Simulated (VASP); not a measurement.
A run of VASP 6.6.1:

Contents of INCAR:

```
SYSTEM = MgS
PREC = Accurate
ENCUT = 600
EDIFF = 1E-7
ISMEAR = -1
SIGMA = 0.05
LREAL = .FALSE.
LASPH = .TRUE.
NELM = 60
ALGO = Normal
ISIF = 3
LWAVE = .FALSE.
LCHARG = .FALSE.
GGA = PS
IBRION = 2
NSW = 80
EDIFFG = -0.005
PSTRESS = 300.0
```

File KPOINTS:

```
regular mesh
0
G
  9 9 9
  0 0 0
```

File POSCAR:

```
MgS
1.0
    0.0000000000      2.6016500000      2.6016500000
    2.6016500000      0.0000000000      2.6016500000
    2.6016500000      2.6016500000      0.0000000000
S Mg
1 1
Direct
    0.5000000000      0.5000000000      0.5000000000
    0.0000000000      0.0000000000      0.0000000000
```

Potentials or basis: VASP PAW PBE potentials, release 64 (S, Mg).

Run with:

```sh
$ cat potpaw_PBE.64/S/POTCAR potpaw_PBE.64/Mg/POTCAR > POTCAR
$ mpirun -np 1 vasp_std > vasp.out
```

Hardware: 1 thread of Intel Xeon 6975P-C, with other jobs on the host.

**Question.** How long does it take, and how much memory?

**Answer.** It took 50 s on 1 thread of Intel Xeon 6975P-C (shared host), peak memory 0.19 GiB. Counts: scf iterations 60, k points 35, ion steps 7.
